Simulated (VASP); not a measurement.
# KCl (Pm-3m) in VASP: further runs

Runs on KCl. Level: PBE. Tasks: single point.

Program: VASP 6.6.1. These are calculated values, not measurements. Logs are shortened: lines on timing, memory, paths and dates and some standing lists are left out, and cuts for length are marked.

### Step 1. The cell of the first run

Symmetry: Pm-3m, No. 221, cubic system. Conventional cell: a = 3.839 Å, b = 3.839 Å, c = 3.839 Å, α = 90.00°, β = 90.00°, γ = 90.00°. K (site symmetry m-3m) has 8 Cl at 3.32 Å and 6 K at 3.84 Å within 4.4 Å. Within 4.4 Å of Cl (site symmetry m-3m) lie 8 K at 3.32 Å and 6 Cl at 3.84 Å.

### Step 2. Single point, PBE

INCAR

```
PREC = Accurate
ENCUT = 520
EDIFF = 1E-6
ISMEAR = 0
SIGMA = 0.05
LREAL = False
LASPH = True
NELM = 100
ALGO = Normal
ISIF = 2
LWAVE = False
LCHARG = True
GGA = PE
LELF = True
LVHAR = True
NBANDS = 15
```

KPOINTS

```
regular mesh
0
Gamma
  6 6 6
```

POSCAR

```
KCl
1.0
    3.8391960000      0.0000000000      0.0000000000
    0.0000000000      3.8391960000      0.0000000000
    0.0000000000      0.0000000000      3.8391960000
K Cl
1 1
Direct
    0.0000000000      0.0000000000      0.0000000000
    0.5000000000      0.5000000000      0.5000000000
```

Potentials or basis: VASP PAW PBE potentials, release 64 (K_sv, Cl).

Command:

```console
$ cat potpaw_PBE.64/K_sv/POTCAR potpaw_PBE.64/Cl/POTCAR > POTCAR
$ mpirun -np 1 vasp_std > vasp.out
```

OUTCAR:

```text
PREC = Accurate
   ENCUT = 520
   EDIFF = 1E-6
   ISMEAR = 0
   LREAL = False
   LASPH = True
   NELM = 100
   ISIF = 2
   GGA = PE

 ion  position               nearest neighbor table
   1  0.000  0.000  0.000-
   2  0.500  0.500  0.500-

  LATTYP: Found a simple cubic cell.
 ALAT       =     3.8391960000

  Lattice vectors:

 A1 = (   3.8391960000,   0.0000000000,   0.0000000000)
 A2 = (   0.0000000000,   3.8391960000,   0.0000000000)
 A3 = (   0.0000000000,   0.0000000000,   3.8391960000)

Analysis of symmetry for initial positions (statically):
=====================================================================
 Subroutine PRICEL returns:
 Original cell was already a primitive cell.

 Routine SETGRP: Setting up the symmetry group for a
 simple cubic supercell.

 Subroutine GETGRP returns: Found 48 space group operations
 (whereof 48 operations were pure point group operations)
 out of a pool of 48 trial point group operations.

The static configuration has the point symmetry O_h .

Analysis of symmetry for dynamics (positions and initial velocities):
=====================================================================
 Subroutine PRICEL returns:
 Original cell was already a primitive cell.

 Routine SETGRP: Setting up the symmetry group for a
 simple cubic supercell.

 Subroutine GETGRP returns: Found 48 space group operations
 (whereof 48 operations were pure point group operations)
 out of a pool of 48 trial point group operations.

The dynamic configuration has the point symmetry O_h .

 Subroutine INISYM returns: Found 48 space group operations
 (whereof 48 operations are pure point group operations),
 and found     1 'primitive' translations

----------------------------------------------------------------------------------------

                                     Primitive cell

  volume of cell :      56.5875

  direct lattice vectors                    reciprocal lattice vectors
     3.839196000  0.000000000  0.000000000     0.260471203  0.000000000  0.000000000
     0.000000000  3.839196000  0.000000000     0.000000000  0.260471203  0.000000000
     0.000000000  0.000000000  3.839196000     0.000000000  0.000000000  0.260471203

  length of vectors
     3.839196000  3.839196000  3.839196000     0.260471203  0.260471203  0.260471203

  position of ions in fractional coordinates (direct lattice)
     0.000000000  0.000000000  0.000000000
     0.500000000  0.500000000  0.500000000

  ion indices of the primitive-cell ions
   primitive index   ion index
                 1           1
                 2           2

----------------------------------------------------------------------------------------

 KPOINTS: regular mesh

Automatic generation of k-mesh.
 Grid dimensions read from file:
 generate k-points for:    6    6    6

 Generating k-lattice:

  Cartesian coordinates                     Fractional coordinates (reciprocal lattice)
     0.043411867  0.000000000  0.000000000     0.166666667  0.000000000  0.000000000
     0.000000000  0.043411867  0.000000000     0.000000000  0.166666667  0.000000000
     0.000000000  0.000000000  0.043411867     0.000000000  0.000000000  0.166666667

  Length of vectors
     0.043411867  0.043411867  0.043411867

  Shift w.r.t. Gamma in fractional coordinates (k-lattice)
     0.000000000  0.000000000  0.000000000

 Subroutine IBZKPT returns following result:
 ===========================================

 Found     20 irreducible k-points:

 Following reciprocal coordinates:
            Coordinates               Weight
  0.000000  0.000000  0.000000      1.000000
  0.166667  0.000000  0.000000      6.000000
  0.333333  0.000000  0.000000      6.000000
  0.500000  0.000000  0.000000      3.000000
  0.166667  0.166667  0.000000     12.000000
  0.333333  0.166667  0.000000     24.000000
[... 12 lines left out ...]
  0.500000  0.500000  0.333333      6.000000
  0.500000  0.500000  0.500000      1.000000
   k-points           NKPTS =     20   k-points in BZ     NKDIM =     20   number of bands    NBANDS=     15
   number of dos      NEDOS =    301   number of ions     NIONS =      2
   total plane-waves  NPLWV =  27000
   dimension x,y,z NGX =    30 NGY =   30 NGZ =   30
   dimension x,y,z NGXF=    60 NGYF=   60 NGZF=   60
   ions per type =               1   1
   NGX,Y,Z   is equivalent  to a cutoff of  12.99, 12.99, 12.99 a.u.
   NGXF,Y,Z  is equivalent  to a cutoff of  25.98, 25.98, 25.98 a.u.
 SYSTEM =  unknown system
   PREC   = accura    normal or accurate (medium, high low for compatibility)
   ISTART =      0    job   : 0-new  1-cont  2-samecut
   ICHARG =      2    charge: 1-file 2-atom 10-const
   ISPIN  =      1    spin polarized calculation?
   LNONCOLLINEAR =      F non collinear calculations
   LSORBIT =      F    spin-orbit coupling
   LASPH  =      T    aspherical Exc in radial PAW
   ENCUT  =  520.0 eV  38.22 Ry    6.18 a.u.   7.14  7.14  7.14*2*pi/ulx,y,z
   NELM   =    100;   NELMIN=  2; NELMDL= -5     # of ELM steps
   EDIFF  = 0.1E-05   stopping-criterion for ELM
   LREAL  =      F    real-space projection
   EDIFFG = 0.1E-04   stopping-criterion for IOM
   NSW    =      0    number of steps for IOM
   IBRION =     -1    ionic relax: 0-MD 1-quasi-New 2-CG
   NFREE  =      0    steps in history (QN), initial steepest desc. (CG)
   ISIF   =      2    stress and relaxation
   ISYM   =      2    0-nonsym 1-usesym 2-fastsym
   POTIM  = 0.5000    time-step for ionic-motion
   TEBEG  =    0.0;   TEEND  =   0.0 temperature during run
   PSTRESS=    0.0 pullay stress
   NELECT =      16.0000    total number of electrons
   NUPDOWN=      -1.0000    fix difference up-down
   EMIN   =  10.00;   EMAX   =-10.00  energy-range for DOS
   EFERMI =   0.00;   METHOD = LEGACY
   ISMEAR =     0;   SIGMA  =   0.05  broadening in eV -4-tet -1-fermi 0-gaus
   EFERMI_NEDOS =   21; number of points for ismear=-14 and -15
   IALGO  =     38    algorithm
   IMIX   =      4    mixing-type and parameters
     AMIX     =   0.40;   BMIX     =  1.00
     AMIX_MAG =   1.60;   BMIX_MAG =  1.00
  volume/ion in A,a.u.               =      28.29       190.94
  Fermi-wavevector in a.u.,A,eV,Ry     =   1.074504  2.030517 15.708715  1.154558
  Thomas-Fermi vector in A             =   2.210334
   LORBIT       =      0    0 simple, 1 ext, 2 COOP (PROOUT), +10 PAW based schemes
   GGA     = PE    functional components
   LHFCALC =     F    Hartree Fock is set to
   AEXX    =    0.0000 exact exchange contribution
   IVDW    =     0    specifies the selected vdW correction
   LEPSILON=     F    determine dielectric tensor
   LRPA    =     F    only Hartree local field effects (RPA)
 non-spin polarized calculation
 Gauss-broadening in eV      SIGMA  =   0.05
  energy-cutoff  :      520.00
  volume of cell :       56.59
 maximum number of plane-waves:      1568
 NGX is ok and might be reduce to    30
   NGX = 15   NGY = 15   NGZ = 15

 number of electron      16.0000007 magnetization

 Free energy of the ion-electron system (eV)
  ---------------------------------------------------
  ext. energy  EPLUGINS =         0.00000000
  ---------------------------------------------------
  free energy    TOTEN  =        -6.65530394 eV

  energy without entropy =       -6.65530394  energy(sigma->0) =       -6.65530394

 E-fermi :  -0.5480     XC(G=0):  -8.0713

 val. band max:       -0.8328229418   @ k =   0.5000   0.5000   0.0000
 cond. band min:       3.9636766325   @ k =   0.0000   0.0000   0.0000
 fundamental gap:      4.7964995743
 Fermi energy:        -0.5480180777

 k-point     1 :       0.0000    0.0000    0.0000
  band No.  band energies     occupation
      1     -28.8966      2.00000
      2     -13.3994      2.00000
      3     -12.2830      2.00000
      4     -12.2830      2.00000
      5     -12.2830      2.00000
      6      -1.0359      2.00000
      7      -1.0359      2.00000
      8      -1.0359      2.00000
      9       3.9637      0.00000
     10       5.7361      0.00000
     11       5.7361      0.00000
     12       9.8062      0.00000
     13       9.8062      0.00000
     14       9.8062      0.00000
     15      12.7848      0.00000

 k-point     2 :       0.1667    0.0000    0.0000
  band No.  band energies     occupation
      1     -28.8919      2.00000
      2     -13.4431      2.00000
      3     -12.2755      2.00000
      4     -12.2755      2.00000
      5     -12.2482      2.00000
      6      -1.5107      2.00000
      7      -1.0372      2.00000
      8      -1.0372      2.00000
      9       4.5737      0.00000
     10       5.9596      0.00000
     11       6.2662      0.00000
     12       9.7074      0.00000
     13       9.7074      0.00000
     14       9.9327      0.00000
     15      11.8286      0.00000

 k-point     3 :       0.3333    0.0000    0.0000
  band No.  band energies     occupation
      1     -28.8824      2.00000
      2     -13.5318      2.00000
      3     -12.2604      2.00000
      4     -12.2604      2.00000
      5     -12.1724      2.00000
      6      -2.2666      2.00000
      7      -1.0407      2.00000
      8      -1.0407      2.00000
      9       5.8544      0.00000
     10       6.5675      0.00000
     11       7.2534      0.00000
     12       9.6183      0.00000
     13       9.6183      0.00000
     14      10.2070      0.00000
     15      10.2251      0.00000
[... 271 lines left out ...]
 k-point    19 :       0.5000    0.5000    0.3333
  band No.  band energies     occupation
      1     -28.8475      2.00000
      2     -13.0358      2.00000
      3     -12.4640      2.00000
      4     -12.4640      2.00000
      5     -12.3968      2.00000
      6      -2.1091      2.00000
      7      -2.1091      2.00000
      8      -1.8575      2.00000
      9       7.0547      0.00000
     10       7.9421      0.00000
     11       7.9421      0.00000
     12       8.4263      0.00000
     13       9.4230      0.00000
     14       9.4230      0.00000
     15      11.3825      0.00000

 k-point    20 :       0.5000    0.5000    0.5000
  band No.  band energies     occupation
      1     -28.8433      2.00000
      2     -13.0007      2.00000
      3     -12.4510      2.00000
      4     -12.4510      2.00000
      5     -12.4510      2.00000
      6      -2.1387      2.00000
      7      -2.1387      2.00000
      8      -2.1387      2.00000
      9       7.9728      0.00000
     10       7.9728      0.00000
     11       7.9728      0.00000
     12       9.0486      0.00000
     13       9.0486      0.00000
     14       9.0486      0.00000
     15      11.3962      0.00000

------------------------ aborting loop because EDIFF is reached ----------------------------------------

  FORCE on cell =-STRESS in cart. coord.  units (eV):
  Direction    XX          YY          ZZ          XY          YZ          ZX
  --------------------------------------------------------------------------------------
  -------------------------------------------------------------------------------------
  Total       -0.0153466     -0.0153466     -0.0153466     -0.0000000     -0.0000000      0.0000000
  in kB       -0.4345128     -0.4345128     -0.4345128     -0.0000000     -0.0000000      0.0000000
  external PRESSURE =      -0.4345128 kB  Pullay stress =       0.0000000 kB

 VOLUME and BASIS-vectors are now :
 -----------------------------------------------------------------------------
  energy-cutoff  :      520.00
  volume of cell :       56.59
      direct lattice vectors                 reciprocal lattice vectors
     3.839196000  0.000000000  0.000000000     0.260471203  0.000000000  0.000000000
     0.000000000  3.839196000  0.000000000     0.000000000  0.260471203  0.000000000
     0.000000000  0.000000000  3.839196000     0.000000000  0.000000000  0.260471203

 POSITION                                       TOTAL-FORCE (eV/Angst)
 -----------------------------------------------------------------------------------
      0.00000      0.00000      0.00000         0.000000      0.000000      0.000000
      1.91960      1.91960      1.91960         0.000000      0.000000      0.000000
 -----------------------------------------------------------------------------------
    total drift:                                0.000000      0.000000     -0.000000

  FREE ENERGIE OF THE ION-ELECTRON SYSTEM (eV)
  ---------------------------------------------------
  free  energy   TOTEN  =        -6.6553039443 eV

  energy  without entropy=       -6.6553039443  energy(sigma->0) =       -6.65530394
```

Run time: 13 s. Hardware: 1 thread of Intel Xeon Platinum 8375C at 2.90GHz (Ice Lake), shared host; peak memory 0.16 GiB.

What came out:

```
Free energy            : -6.6553 eV
Pressure               : 0.0 GPa
Band gap on the k mesh : 4.80 eV (least direct gap 5.00 eV)
```

Levels at points of the mesh, in eV from the valence-band top:
```csv
k point,band 6,band 7,band 8,band 9,band 10,band 11
"(0.00, 0.00, 0.00)",-0.20,-0.20,-0.20,4.80,6.57,6.57
"(0.50, 0.00, 0.00)",-1.75,-0.21,-0.21,7.70,7.91,8.24
"(0.50, 0.50, 0.00)",-1.19,-1.19,0.00,6.19,7.28,8.94
"(0.50, 0.50, 0.50)",-1.31,-1.31,-1.31,8.81,8.81,8.81
```

(Part 1 of 2 ends here.)
